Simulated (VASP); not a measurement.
A run of VASP 6.6.1 is set up as follows.

File INCAR:

```
PREC = Accurate ; ENCUT = 520
EDIFF = 1E-6 ; ISMEAR = 0
SIGMA = 0.1 ; LREAL = F
LASPH = T ; NELM = 80
ALGO = Fast ; ISIF = 2
LWAVE = F ; LCHARG = F
LDIPOL = T ; IDIPOL = 3
DIPOL = 0.5 0.5 0.392 ; GGA = PE
IBRION = 2 ; NSW = 36
EDIFFG = -0.025
```

Contents of KPOINTS:

```
Automatic mesh
0
Gamma
  9 9 1
```

POSCAR

```
Ti5O
1.0
    2.9381632086      0.0000000000      0.0000000000
   -1.4690816043      2.5445239791      0.0000000000
    0.0000000000      0.0000000000     24.7117068140
Ti O
5 1
Selective dynamics
Direct
    0.6666666667      0.3333333333      0.1618666015  F F F
    0.3333333333      0.6666666667      0.2559609806  F F F
    0.6666666667      0.3333333333      0.3506708119  F F F
    0.3333333333      0.6666666667      0.4475655916  F F F
    0.6666666667      0.3333333333      0.5346335206  F F F
    0.8333333333      0.6666666667      0.5993801612  F F T
```

Potentials or basis: VASP PAW PBE potentials, release 64 (Ti_sv, O).

Command:

```bash
$ cat potpaw_PBE.64/Ti_sv/POTCAR potpaw_PBE.64/O/POTCAR > POTCAR
$ mpirun -np 1 vasp_std > vasp.out
```

Estimate the energy gained by relaxing.

78.9 meV/atom.

Predict the band gap on the k mesh.

zero (bands 33 and 34 overlap by 0.93 eV).

Final structure:
```yaml
crystal:
  lattice:
    - [2.93816, 0.00000, 0.00000]
    - [-1.46908, 2.54452, 0.00000]
    - [0.00000, 0.00000, 24.71171]
  atoms:
    - { symbol: Ti, position: [0.66667, 0.33333, 0.16187] }
    - { symbol: Ti, position: [0.33333, 0.66667, 0.25596] }
    - { symbol: Ti, position: [0.66667, 0.33333, 0.35067] }
    - { symbol: Ti, position: [0.33333, 0.66667, 0.44757] }
    - { symbol: Ti, position: [0.66667, 0.33333, 0.53463] }
    - { symbol: O, position: [0.83333, 0.66667, 0.59166] }
```
